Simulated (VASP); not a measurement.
Set up this calculation in VASP 6.6.1, as the native input.

* Task: single point
* Functional: HSE06
* Potentials or basis: VASP PAW PBE potentials, release 64 (In_d, O)
* Cutoff: 520 eV
* k mesh: 1 × 1 × 1
* Occupations: gaussian, width 0.01 eV
* Spin: no spin polarisation
* Dipole correction: no
* Grid for exact exchange (PRECFOCK): Fast
* Further INCAR settings: LREAL = Auto; ALGO = Normal; EDIFF = 1e-07; NBANDS = 100
* Share of exact exchange: 0.25
* Screening parameter: 0.2079 1/Å

In8O11:

```
CELL_PARAMETERS angstrom
5.48700 3.16792 9.67333
-2.74350 1.58396 4.83667
0.00000 -3.16792 4.83667
ATOMIC_POSITIONS crystal
In 0.18350 0.34874 0.35460
In 0.06960 0.14347 0.13705
In 0.32271 0.63504 0.64297
In 0.42886 0.85700 0.86492
In 0.67609 0.35641 0.35723
In 0.57412 0.14805 0.14258
In 0.82395 0.64056 0.64388
In 0.93016 0.85417 0.85509
O 0.27002 0.94018 0.24660
O 0.12429 0.54329 0.95147
O 0.22850 0.05174 0.75051
O 0.52674 0.75107 0.45723
O 0.37478 0.45599 0.03877
O 0.77876 0.94305 0.25108
O 0.47797 0.24498 0.55738
O 0.62176 0.54966 0.94918
O 0.72810 0.04517 0.74036
O 0.02177 0.74871 0.45754
O 0.87916 0.44831 0.04429
```

These files were run (other wordings do the same):

POSCAR

```
In8O11
1.0
    5.4870000000      3.1679210000      9.6733330000
   -2.7435000000      1.5839600000      4.8366670000
    0.0000000000     -3.1679210000      4.8366670000
In O
8 11
Direct
    0.1835010000      0.3487410000      0.3546030000
    0.0695980000      0.1434730000      0.1370540000
    0.3227060000      0.6350350000      0.6429720000
    0.4288610000      0.8570000000      0.8649240000
    0.6760880000      0.3564070000      0.3572340000
    0.5741190000      0.1480510000      0.1425780000
    0.8239520000      0.6405570000      0.6438840000
    0.9301620000      0.8541660000      0.8550930000
    0.2700220000      0.9401820000      0.2466020000
    0.1242900000      0.5432940000      0.9514680000
    0.2284950000      0.0517390000      0.7505110000
    0.5267400000      0.7510720000      0.4572310000
    0.3747780000      0.4559860000      0.0387680000
    0.7787570000      0.9430530000      0.2510770000
    0.4779670000      0.2449780000      0.5573820000
    0.6217560000      0.5496620000      0.9491770000
    0.7280980000      0.0451720000      0.7403640000
    0.0217670000      0.7487110000      0.4575360000
    0.8791550000      0.4483060000      0.0442860000
```

INCAR.step1

```
  PREC = Accurate
  ENCUT = 520
  EDIFF = 1E-5
  ISMEAR = 0
  SIGMA = 0.01
  LREAL = Auto
  LASPH = True
  NELM = 100
  ALGO = Normal
  ISIF = 2
  LWAVE = True
  LCHARG = False
  NBANDS = 100
  GGA = PE
```

INCAR.step2

```
  PREC = Accurate
  ENCUT = 520
  EDIFF = 1E-7
  ISMEAR = 0
  SIGMA = 0.01
  LREAL = Auto
  LASPH = True
  NELM = 100
  ALGO = Normal
  ISIF = 2
  LWAVE = False
  LCHARG = False
  GGA = PE
  LHFCALC = True
  HFSCREEN = 0.2079
  PRECFOCK = Fast
  NBANDS = 100
  ISTART = 1
```

KPOINTS

```
regular mesh
0
Gamma
  1 1 1
```

Potentials or basis: VASP PAW PBE potentials, release 64 (In_d, O).

The run is started by

```console
$ cat potpaw_PBE.64/In_d/POTCAR potpaw_PBE.64/O/POTCAR > POTCAR
$ cp INCAR.step1 INCAR
$ mpirun -np 1 vasp_gam > vasp.out
$ cp INCAR.step2 INCAR
$ mpirun -np 1 vasp_gam > vasp.out
```

Results of the run:

```
Pressure      : 2.5 GPa
Largest force : 1.916 eV/Å
```

Caveat: the k points lie up to 1.32 Å⁻¹ apart, too coarse for converged energies, forces and pressures; the PAW data sets were made with another functional, which shifts forces and pressure a little.

Wall time 13 min on 1 thread of Intel Xeon 8259CL, with other jobs on the host, peak memory 0.6 GiB.
